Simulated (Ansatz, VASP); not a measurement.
**One calculation of GaAsSe3, two programs**

```
Ga As Se
1.0
     3.33138    1.92338    6.13338
    -3.33138    1.92338    6.13338
     0.00000   -3.84675    6.13338
Ga As Se
2 2 6
Cartesian
  0.0000 0.0000 12.1915
  0.0000 0.0000 6.2086
  0.0000 0.0000 15.8619
  0.0000 0.0000 2.5383
  1.2996 1.7975 10.7252
  -2.2064 0.2268 10.7252
  0.9068 -2.0242 10.7252
  -1.2996 -1.7975 7.6749
  2.2064 -0.2268 7.6749
  -0.9068 2.0242 7.6749
```

Alike in both runs: functional PBE; k mesh 2 × 2 × 2; occupations gaussian, width 0.15 eV; no spin polarisation.

Ansatz relaxed the structure, and its values are those at the end. VASP's run is a single point on that final structure, the one shown.

```csv
,VASP,Ansatz
version,VASP 6.6.1,Ansatz 0.2.0
potentials or method,"VASP PAW PBE potentials, release 64 (Ga_d, As, Se), cutoff 520 eV","scalar-relativistic, plane waves, PAW"
valence electrons in the cell,72,152
```

Ansatz gave:

| Quantity | Value |
| --- | --- |
| gap on the k mesh at the Fermi level (eV) | 0.31 |
| least direct gap on the mesh (eV) | 0.43 |
| pressure (GPa) | 0.0 |
| rms of the force components (eV/Å) | 0.026 |

Q: Which values does VASP return?

A: gap on the k mesh at the Fermi level (eV): 0.30; least direct gap on the mesh (eV): 0.43; pressure (GPa): 0.1; rms of the force components (eV/Å): 0.024.

The functional is the same, so the differences come from potentials, cutoffs and numerics. VASP's potentials hold 72 valence electrons a cell and Ansatz's 152, so a difference there can come from the potentials and not from the codes.

The k mesh is coarse, so the values compare programs but aren't converged.
